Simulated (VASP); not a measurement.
Crystal: Tl3Cu.

```
Tl Cu
1.0
     4.71700    0.00000    0.00000
     0.00000    4.71700    0.00000
     0.00000    0.00000    4.71700
Tl Cu
3 1
Cartesian
  2.3585 2.3585 0.0000
  2.3585 0.0000 2.3585
  0.0000 2.3585 2.3585
  0.0000 0.0000 0.0000
```

Base run:

| Quantity | Value |
| --- | --- |
| Program | VASP 6.6.1 |
| Functional | PBE |
| Potentials or basis | VASP PAW PBE potentials, release 64 (Tl_d, Cu) |
| Cutoff | 520 eV |
| k mesh | 6 × 6 × 6 |
| Occupations | fermi-dirac, width 0.05 eV |
| Spin | no spin polarisation |

Its results: band gap on the k mesh zero (band 25 reaches 7.36 eV, above the bottom of band 26 at 4.19 eV); pressure 0.0 GPa.

**Question.** The run is repeated on the same cell with these changes: further incar settings from ALGO = Fast; EDIFF = 1e-06; NBANDS = 33 to ALGO = Normal; EDIFF = 1e-06; NBANDS = 33; dispersion from none to D3(BJ). What comes out?

**Answer.** Band gap on the k mesh zero (band 25 reaches 7.36 eV, above the bottom of band 26 at 4.19 eV); pressure -2.1 GPa.

Caveats: spin-orbit coupling is left out, which moves the levels of the heavy elements; three body term missing (some runs); pairwise dispersion overbinds metals, which lowers pressure and volume (some runs).
